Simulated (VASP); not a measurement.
# Ga2SnO3: single point with PBE

The system is Ga2SnO3.

```xyz
6
Lattice="2.9710 1.7153 2.8230 -2.9710 1.7153 2.8230 0.0000 -3.4307 2.8230" Properties=species:S:1:pos:R:3 pbc="T T T"
Ga    0.0000    0.0000    5.5928
Ga    0.0000    0.0000    2.8762
Sn    0.0000    0.0000    0.0000
O    -1.4855    0.8577    1.4115
O     1.4855    0.8577    1.4115
O     0.0000   -1.7153    1.4115
```

```
Program                : VASP 6.6.1
Task                   : single point
Functional             : PBE
Potentials or basis    : VASP PAW PBE potentials, release 64 (Ga_d, Sn_d, O)
Cutoff                 : 520 eV
k mesh                 : 12 × 12 × 12
Occupations            : gaussian, width 0.1 eV
Spin                   : no spin polarisation
Dipole correction      : no
Further INCAR settings : ALGO = Normal; EDIFF = 1e-07; NBANDS = 38
```

```json
{"Pressure": "0.3 GPa", "Largest force": "0.039 eV/Å", "Band gap on the k mesh": "zero (band 29 reaches 7.14 eV, above the bottom of band 30 at 5.42 eV)"}
```

Forces on the atoms (eV/Å):
```
Ga   0.000  0.000 -0.039
Ga   0.000  0.000  0.039
Sn   0.000  0.000  0.000
O    0.000  0.000  0.000
O    0.000  0.000  0.000
O    0.000  0.000  0.000
```

Stress tensor (GPa, compression positive):
```
0.23 0.00 0.00
0.00 0.23 0.00
0.00 0.00 0.36
```

Levels at points of the mesh, in eV from the Fermi level:
```tsv
k point	band 26	band 27	band 28	band 29	band 30	band 31	band 32	band 33
(0.00, 0.00, 0.00)	-3.39	-3.24	-3.24	-2.75	1.69	2.22	2.22	3.05
(0.50, 0.00, 0.00)	-3.46	-2.96	-2.08	-1.56	0.38	3.18	3.99	4.03
(0.50, 0.50, 0.00)	-3.52	-2.63	-2.27	-0.45	1.74	2.06	3.40	4.63
(0.50, 0.50, 0.50)	-2.91	-2.91	-2.31	1.07	1.21	2.35	2.35	3.62
```

Run time: 3.6 min on 1 thread of Intel(R) Xeon(R) 6975P-C (Granite Rapids), on a shared host, peak memory 0.61 GiB.

Caveat: spin-orbit coupling is left out, which moves the levels of the heavy elements.
